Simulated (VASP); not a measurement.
# SrO (I4/mmm) in VASP: further runs

SrO is run at these levels: r2SCAN; tasks: single point.

All numbers are computed with VASP 6.6.1; they aren't measurements. Logs are shortened: lines on timing, memory, paths and dates and some standing lists are left out, and cuts for length are marked.

## (1) The cell of the first run

The structure is tetragonal, space group I4/mmm (No. 139). The conventional cell has a = 3.543 Å, b = 3.543 Å, c = 5.397 Å, α = 90.00°, β = 90.00°, γ = 90.00°. Sr (site symmetry 4/mmm) has 6 O at 2.51 to 2.70 Å within 3.3 Å. Within 3.3 Å of O (site symmetry 4/mmm) lie 6 Sr at 2.51 to 2.70 Å.

## (2) Single point, r2SCAN (strain -0.025 along x and y, +0.050 along z)

Input file POSCAR:

```
SrO
1.0
    0.0000000000      2.5055550000      2.6982900000
    2.5055550000      0.0000000000      2.6982900000
    2.5055550000      2.5055550000      0.0000000000
Sr O
1 1
Direct
    0.0000000000      0.0000000000      0.0000000000
    0.5000000000      0.5000000000      0.5000000000
```

Input file INCAR.step1:

```
PREC = Accurate ; ENCUT = 520
ISMEAR = 0 ; SIGMA = 0.05
LREAL = False ; LASPH = True
NELM = 80 ; NBANDS = 15
GGA = PE ; ALGO = Normal
EDIFF = 1E-4 ; LWAVE = True
LCHARG = False
```

Input file INCAR.step2:

```
PREC = Accurate ; ENCUT = 520
EDIFF = 1E-6 ; ISMEAR = 0
SIGMA = 0.05 ; LREAL = False
LASPH = True ; NELM = 80
ALGO = Normal ; ISIF = 2
LWAVE = False ; LCHARG = True
METAGGA = R2SCAN ; LMIXTAU = True
LELF = True ; LVHAR = True
NBANDS = 15 ; ISTART = 1
```

Input file KPOINTS:

```
Automatic mesh
0
Gamma
  8 8 8
```

Potentials or basis: VASP PAW PBE potentials, release 64 (Sr_sv, O).

On the command line:

```
> cat potpaw_PBE.64/Sr_sv/POTCAR potpaw_PBE.64/O/POTCAR > POTCAR
> cp INCAR.step1 INCAR
> mpirun -np 1 vasp_std > vasp.out
> cp INCAR.step2 INCAR
> mpirun -np 1 vasp_std > vasp.out
```

OUTCAR:

```text
PREC = Accurate
   ENCUT = 520
   EDIFF = 1E-6
   ISMEAR = 0
   LREAL = False
   LASPH = True
   NELM = 80
   ISIF = 2
   METAGGA = R2SCAN
   ISTART = 1

 ion  position               nearest neighbor table
   1  0.000  0.000  0.000-   2 2.51   2 2.51   2 2.51   2 2.51   2 2.70   2 2.70
   2  0.500  0.500  0.500-   1 2.51   1 2.51   1 2.51   1 2.51   1 2.70   1 2.70

  LATTYP: Found a body centered tetragonal cell.
 ALAT       =     3.5433898623
 C/A-ratio  =     1.5229992210

  Lattice vectors:

 A1 = (  -2.5055550000,   0.0000000000,   2.6982900000)
 A2 = (   2.5055550000,   0.0000000000,   2.6982900000)
 A3 = (   0.0000000000,   2.5055550000,  -2.6982900000)

Analysis of symmetry for initial positions (statically):
=====================================================================
 Subroutine PRICEL returns:
 Original cell was already a primitive cell.

 Routine SETGRP: Setting up the symmetry group for a
 body centered tetragonal supercell.

 Subroutine GETGRP returns: Found 16 space group operations
 (whereof 16 operations were pure point group operations)
 out of a pool of 16 trial point group operations.

The static configuration has the point symmetry D_4h.

Analysis of symmetry for dynamics (positions and initial velocities):
=====================================================================
 Subroutine PRICEL returns:
 Original cell was already a primitive cell.

 Routine SETGRP: Setting up the symmetry group for a
 body centered tetragonal supercell.

 Subroutine GETGRP returns: Found 16 space group operations
 (whereof 16 operations were pure point group operations)
 out of a pool of 16 trial point group operations.

The dynamic configuration has the point symmetry D_4h.

 Subroutine INISYM returns: Found 16 space group operations
 (whereof 16 operations are pure point group operations),
 and found     1 'primitive' translations

----------------------------------------------------------------------------------------

                                     Primitive cell

  volume of cell :      33.8787

  direct lattice vectors                    reciprocal lattice vectors
     0.000000000  2.505555000  2.698290000    -0.199556585  0.199556585  0.185302543
     2.505555000  0.000000000  2.698290000     0.199556585 -0.199556585  0.185302543
     2.505555000  2.505555000  0.000000000     0.199556585  0.199556585 -0.185302543

  length of vectors
     3.682197005  3.682197005  3.543389862     0.337613231  0.337613231  0.337613231

  position of ions in fractional coordinates (direct lattice)
     0.000000000  0.000000000  0.000000000
     0.500000000  0.500000000  0.500000000

  ion indices of the primitive-cell ions
   primitive index   ion index
                 1           1
                 2           2

----------------------------------------------------------------------------------------

 KPOINTS: Automatic mesh

Automatic generation of k-mesh.
 Grid dimensions read from file:
 generate k-points for:    8    8    8

 Generating k-lattice:

  Cartesian coordinates                     Fractional coordinates (reciprocal lattice)
    -0.024944573  0.024944573  0.023162818     0.125000000  0.000000000  0.000000000
     0.024944573 -0.024944573  0.023162818     0.000000000  0.125000000  0.000000000
     0.024944573  0.024944573 -0.023162818     0.000000000  0.000000000  0.125000000

  Length of vectors
     0.042201654  0.042201654  0.042201654

  Shift w.r.t. Gamma in fractional coordinates (k-lattice)
     0.000000000  0.000000000  0.000000000

 Subroutine IBZKPT returns following result:
 ===========================================

 Found     59 irreducible k-points:

 Following reciprocal coordinates:
            Coordinates               Weight
  0.000000  0.000000  0.000000      1.000000
  0.125000  0.000000  0.000000      8.000000
  0.250000  0.000000  0.000000      8.000000
  0.375000 -0.000000  0.000000      8.000000
  0.500000  0.000000  0.000000      4.000000
  0.125000  0.125000  0.000000      2.000000
[... 16 lines left out ...]
  0.250000  0.000000  0.125000     16.000000
  0.375000 -0.000000  0.125000     16.000000
 [... further k-points ...]
   k-points           NKPTS =     59   k-points in BZ     NKDIM =     59   number of bands    NBANDS=     15
   number of dos      NEDOS =    301   number of ions     NIONS =      2
   total plane-waves  NPLWV =  21952
   dimension x,y,z NGX =    28 NGY =   28 NGZ =   28
   dimension x,y,z NGXF=    56 NGYF=   56 NGZF=   56
   ions per type =               1   1
   NGX,Y,Z   is equivalent  to a cutoff of  12.64, 12.64, 13.14 a.u.
   NGXF,Y,Z  is equivalent  to a cutoff of  25.28, 25.28, 26.27 a.u.
 SYSTEM =  unknown system
   PREC   = accura    normal or accurate (medium, high low for compatibility)
   ISTART =      1    job   : 0-new  1-cont  2-samecut
   ICHARG =      0    charge: 1-file 2-atom 10-const
   ISPIN  =      1    spin polarized calculation?
   LNONCOLLINEAR =      F non collinear calculations
   LSORBIT =      F    spin-orbit coupling
   LASPH  =      T    aspherical Exc in radial PAW
   ENCUT  =  520.0 eV  38.22 Ry    6.18 a.u.   6.85  6.85  6.59*2*pi/ulx,y,z
   NELM   =     80;   NELMIN=  2; NELMDL=  0     # of ELM steps
   EDIFF  = 0.1E-05   stopping-criterion for ELM
   LREAL  =      F    real-space projection
   EDIFFG = 0.1E-04   stopping-criterion for IOM
   NSW    =      0    number of steps for IOM
   IBRION =     -1    ionic relax: 0-MD 1-quasi-New 2-CG
   NFREE  =      0    steps in history (QN), initial steepest desc. (CG)
   ISIF   =      2    stress and relaxation
   ISYM   =      2    0-nonsym 1-usesym 2-fastsym
   POTIM  = 0.5000    time-step for ionic-motion
   TEBEG  =    0.0;   TEEND  =   0.0 temperature during run
   PSTRESS=    0.0 pullay stress
   NELECT =      16.0000    total number of electrons
   NUPDOWN=      -1.0000    fix difference up-down
   EMIN   =  10.00;   EMAX   =-10.00  energy-range for DOS
   EFERMI =   0.00;   METHOD = LEGACY
   ISMEAR =     0;   SIGMA  =   0.05  broadening in eV -4-tet -1-fermi 0-gaus
   EFERMI_NEDOS =   21; number of points for ismear=-14 and -15
   IALGO  =     38    algorithm
   IMIX   =      4    mixing-type and parameters
     AMIX     =   0.40;   BMIX     =  1.00
     AMIX_MAG =   1.60;   BMIX_MAG =  1.00
  volume/ion in A,a.u.               =      16.94       114.31
  Fermi-wavevector in a.u.,A,eV,Ry     =   1.274890  2.409192 22.114149  1.625344
  Thomas-Fermi vector in A             =   2.407633
   LORBIT       =      0    0 simple, 1 ext, 2 COOP (PROOUT), +10 PAW based schemes
   METAGGA = R2SCAN    functional components
   LHFCALC =     F    Hartree Fock is set to
   AEXX    =    0.0000 exact exchange contribution
   IVDW    =     0    specifies the selected vdW correction
   LEPSILON=     F    determine dielectric tensor
   LRPA    =     F    only Hartree local field effects (RPA)
 non-spin polarized calculation
 Gauss-broadening in eV      SIGMA  =   0.05
  energy-cutoff  :      520.00
  volume of cell :       33.88
 maximum number of plane-waves:       938
   NGX = 13   NGY = 13   NGZ = 13

 number of electron      15.9999997 magnetization

 Free energy of the ion-electron system (eV)
  ---------------------------------------------------
  ext. energy  EPLUGINS =         0.00000000
  ---------------------------------------------------
  free energy    TOTEN  =       -26.99685018 eV

  energy without entropy =      -26.99685018  energy(sigma->0) =      -26.99685018

 E-fermi :   1.6901     XC(G=0): -10.5937

 val. band max:        1.4432771541   @ k =   0.0000   0.0000   0.0000
 cond. band min:       5.0367420640   @ k =   0.5000   0.0000   0.5000
 fundamental gap:      3.5934649098
 Fermi energy:         1.6900877582

 k-point     1 :       0.0000    0.0000    0.0000
  band No.  band energies     occupation
      1     -32.0784      2.00000
      2     -14.6859      2.00000
      3     -13.1591      2.00000
      4     -13.0767      2.00000
      5     -13.0767      2.00000
      6       1.2086      2.00000
      7       1.4433      2.00000
      8       1.4433      2.00000
      9       5.8857      0.00000
     10       7.7991      0.00000
     11       8.3694      0.00000
     12       8.3694      0.00000
     13      10.1934      0.00000
     14      10.9924      0.00000
     15      14.7226      0.00000

 k-point     2 :       0.1250    0.0000    0.0000
  band No.  band energies     occupation
      1     -32.0576      2.00000
      2     -14.9866      2.00000
      3     -13.1711      2.00000
      4     -13.0784      2.00000
      5     -12.8312      2.00000
      6       0.8984      2.00000
      7       1.1399      2.00000
      8       1.2283      2.00000
      9       6.5521      0.00000
     10       7.9288      0.00000
     11       8.4132      0.00000
     12       8.6593      0.00000
     13      10.6108      0.00000
     14      11.4295      0.00000
     15      15.7511      0.00000

 k-point     3 :       0.2500    0.0000    0.0000
  band No.  band energies     occupation
      1     -32.0068      2.00000
      2     -15.5192      2.00000
      3     -13.2226      2.00000
      4     -13.0823      2.00000
      5     -12.4087      2.00000
      6       0.1243      2.00000
      7       0.6993      2.00000
      8       0.7606      2.00000
      9       7.8898      0.00000
     10       8.1192      0.00000
     11       9.2397      0.00000
     12       9.4533      0.00000
     13      11.6530      0.00000
     14      12.5079      0.00000
     15      17.7536      0.00000
[... 343 lines left out ...]
 k-point    23 :       0.2500    0.0000    0.1250
  band No.  band energies     occupation
      1     -32.0062      2.00000
      2     -15.4317      2.00000
      3     -13.2556      2.00000
      4     -13.1803      2.00000
      5     -12.4191      2.00000
      6       0.0954      2.00000
      7       0.8621      2.00000
      8       1.0955      2.00000
      9       7.2034      0.00000
     10       7.5012      0.00000
     11       9.4786      0.00000
     12       9.8261      0.00000
     13      11.2803      0.00000
     14      12.7569      0.00000
     15      17.8967      0.00000

 k-point    24 :       0.3750   -0.0000    0.1250
  band No.  band energies     occupation
      1     -31.9553      2.00000
      2     -15.7868      2.00000
      3     -13.3081      2.00000
      4     -13.1806      2.00000
      5     -12.2511      2.00000
      6      -0.2767      2.00000
      7       0.4551      2.00000
      8       0.6666      2.00000
      9       7.4933      0.00000
     10       8.8330      0.00000
     11      10.5181      0.00000
     12      10.7574      0.00000
     13      12.5354      0.00000
     14      13.6399      0.00000
     15      18.0158      0.00000

 [... further k-points ...]
[... 5 lines left out ...]
  --------------------------------------------------------------------------------------
  -------------------------------------------------------------------------------------
  Total        1.3714227      1.3714227     -0.7921641      0.0000000     -0.0000000      0.0000000
  in kB       64.8567844     64.8567844    -37.4627160      0.0000000     -0.0000000      0.0000000
  external PRESSURE =      30.7502843 kB  Pullay stress =       0.0000000 kB

 VOLUME and BASIS-vectors are now :
 -----------------------------------------------------------------------------
  energy-cutoff  :      520.00
  volume of cell :       33.88
      direct lattice vectors                 reciprocal lattice vectors
     0.000000000  2.505555000  2.698290000    -0.199556585  0.199556585  0.185302543
     2.505555000  0.000000000  2.698290000     0.199556585 -0.199556585  0.185302543
     2.505555000  2.505555000  0.000000000     0.199556585  0.199556585 -0.185302543

 POSITION                                       TOTAL-FORCE (eV/Angst)
 -----------------------------------------------------------------------------------
      0.00000      0.00000      0.00000        -0.000000      0.000000      0.000000
      2.50556      2.50556      2.69829         0.000000     -0.000000     -0.000000
 -----------------------------------------------------------------------------------
    total drift:                                0.000000      0.000000      0.000000

  FREE ENERGIE OF THE ION-ELECTRON SYSTEM (eV)
  ---------------------------------------------------
  free  energy   TOTEN  =       -26.9968501773 eV

  energy  without entropy=      -26.9968501773  energy(sigma->0) =      -26.99685018
```

It took 3.1 min on 1 thread of AMD EPYC 7R43 (Zen 3), shared host; peak memory 0.15 GiB.

What came out:

```
Free energy            : -26.9969 eV
Pressure               : 3.1 GPa
Band gap on the k mesh : 3.59 eV, indirect (least direct gap 3.64 eV)
```

Caveat: the cell differs from its parent crystal (strain -0.025 along x and y, +0.050 along z); the PAW data sets were made with another functional, which shifts forces and pressure a little.

## (3) Single point, r2SCAN (strain +0.025 along x and y, -0.050 along z)

Input file POSCAR:

```
SrO
1.0
    0.0000000000      2.6340450000      2.4413100000
    2.6340450000      0.0000000000      2.4413100000
    2.6340450000      2.6340450000      0.0000000000
Sr O
1 1
Direct
    0.0000000000      0.0000000000      0.0000000000
    0.5000000000      0.5000000000      0.5000000000
```

Input file INCAR.step1:

```
PREC = Accurate
ENCUT = 520
ISMEAR = 0
SIGMA = 0.05
LREAL = F
LASPH = T
NELM = 80
NBANDS = 15
GGA = PE
ALGO = Normal
EDIFF = 1E-4
LWAVE = T
LCHARG = F
```

Input file INCAR.step2:

```
PREC = Accurate
ENCUT = 520
EDIFF = 1E-6
ISMEAR = 0
SIGMA = 0.05
LREAL = F
LASPH = T
NELM = 80
ALGO = Normal
ISIF = 2
LWAVE = F
LCHARG = T
METAGGA = R2SCAN
LMIXTAU = T
LELF = T
LVHAR = T
NBANDS = 15
ISTART = 1
```

Input file KPOINTS:

```
regular mesh
0
Gamma
  8 8 8
```

Potentials or basis: VASP PAW PBE potentials, release 64 (Sr_sv, O).

On the command line:

```
> cat potpaw_PBE.64/Sr_sv/POTCAR potpaw_PBE.64/O/POTCAR > POTCAR
> cp INCAR.step1 INCAR
> mpirun -np 1 vasp_std > vasp.out
> cp INCAR.step2 INCAR
> mpirun -np 1 vasp_std > vasp.out
```

OUTCAR:

```text
PREC = Accurate
   ENCUT = 520
   EDIFF = 1E-6
   ISMEAR = 0
   LREAL = F
   LASPH = T
   NELM = 80
   ISIF = 2
   METAGGA = R2SCAN
   ISTART = 1

 ion  position               nearest neighbor table
   1  0.000  0.000  0.000-   2 2.44   2 2.44   2 2.63   2 2.63   2 2.63   2 2.63
   2  0.500  0.500  0.500-   1 2.44   1 2.44   1 2.63   1 2.63   1 2.63   1 2.63

  LATTYP: Found a body centered tetragonal cell.
 ALAT       =     3.7251021629
 C/A-ratio  =     1.3107345212

  Lattice vectors:

 A1 = (   0.0000000000,  -2.6340450000,  -2.4413100000)
 A2 = (   0.0000000000,   2.6340450000,  -2.4413100000)
 A3 = (   2.6340450000,   0.0000000000,   2.4413100000)

Analysis of symmetry for initial positions (statically):
=====================================================================
 Subroutine PRICEL returns:
 Original cell was already a primitive cell.

 Routine SETGRP: Setting up the symmetry group for a
 body centered tetragonal supercell.

 Subroutine GETGRP returns: Found 16 space group operations
 (whereof 16 operations were pure point group operations)
 out of a pool of 16 trial point group operations.

[... 168 lines left out ...]

 k-point     1 :       0.0000    0.0000    0.0000
  band No.  band energies     occupation
      1     -32.0746      2.00000
      2     -14.6870      2.00000
      3     -13.1158      2.00000
      4     -13.1158      2.00000
      5     -13.0778      2.00000
      6       1.2625      2.00000
      7       1.2625      2.00000
      8       1.5818      2.00000
      9       5.8950      0.00000
     10       8.0008      0.00000
     11       8.0008      0.00000
     12       8.5488      0.00000
     13       9.9532      0.00000
     14      11.2356      0.00000
[... 401 lines left out ...]
      2     -15.6984      2.00000
      3     -13.2716      2.00000
      4     -13.2035      2.00000
      5     -12.3671      2.00000
      6      -0.2311      2.00000
      7       0.5090      2.00000
      8       0.7403      2.00000
      9       7.6051      0.00000
     10       9.0266      0.00000
     11      10.3746      0.00000
     12      10.7092      0.00000
     13      12.5215      0.00000
     14      13.2021      0.00000
     15      17.7241      0.00000

 [... further k-points ...]
[... 5 lines left out ...]
  --------------------------------------------------------------------------------------
  -------------------------------------------------------------------------------------
  Total       -0.2581689     -0.2581689      2.5900821      0.0000000      0.0000000      0.0000000
  in kB      -12.2099876    -12.2099876    122.4968179      0.0000000      0.0000000      0.0000000
  external PRESSURE =      32.6922809 kB  Pullay stress =       0.0000000 kB

 VOLUME and BASIS-vectors are now :
 -----------------------------------------------------------------------------
  energy-cutoff  :      520.00
  volume of cell :       33.88
      direct lattice vectors                 reciprocal lattice vectors
     0.000000000  2.634045000  2.441310000    -0.189822118  0.189822118  0.204808074
     2.634045000  0.000000000  2.441310000     0.189822118 -0.189822118  0.204808074
     2.634045000  2.634045000  0.000000000     0.189822118  0.189822118 -0.204808074

 POSITION                                       TOTAL-FORCE (eV/Angst)
 -----------------------------------------------------------------------------------
      0.00000      0.00000      0.00000         0.000000     -0.000000      0.000000
      2.63404      2.63404      2.44131        -0.000000      0.000000      0.000000
 -----------------------------------------------------------------------------------
    total drift:                                0.000000      0.000000      0.000000

  FREE ENERGIE OF THE ION-ELECTRON SYSTEM (eV)
  ---------------------------------------------------
  free  energy   TOTEN  =       -26.9834385038 eV

  energy  without entropy=      -26.9834385038  energy(sigma->0) =      -26.98343850
```

Run time: 2.7 min. Hardware: 1 thread of AMD EPYC 7R43 (Zen 3), shared host; peak memory 0.14 GiB.

What came out:

- Free energy: -26.9834 eV
- Pressure: 3.3 GPa
- Band gap on the k mesh: 3.32 eV, indirect (least direct gap 3.60 eV)

Levels at points of the mesh, in eV from the valence-band top:
```tsv
k point	band 6	band 7	band 8	band 9	band 10	band 11
(0.00, 0.00, 0.00)	-0.32	-0.32	0.00	4.31	6.42	6.42
(0.50, 0.00, 0.00)	-2.35	-1.40	-1.38	6.89	8.84	9.27
(0.50, 0.50, 0.00)	-0.41	-0.41	-0.28	3.32	8.42	10.71
(0.50, 0.00, 0.50)	-0.79	-0.42	-0.04	3.66	8.21	10.76
```

Caveat: the cell differs from its parent crystal (strain +0.025 along x and y, -0.050 along z); the PAW data sets were made with another functional, which shifts forces and pressure a little. A k mesh can miss the band edges.
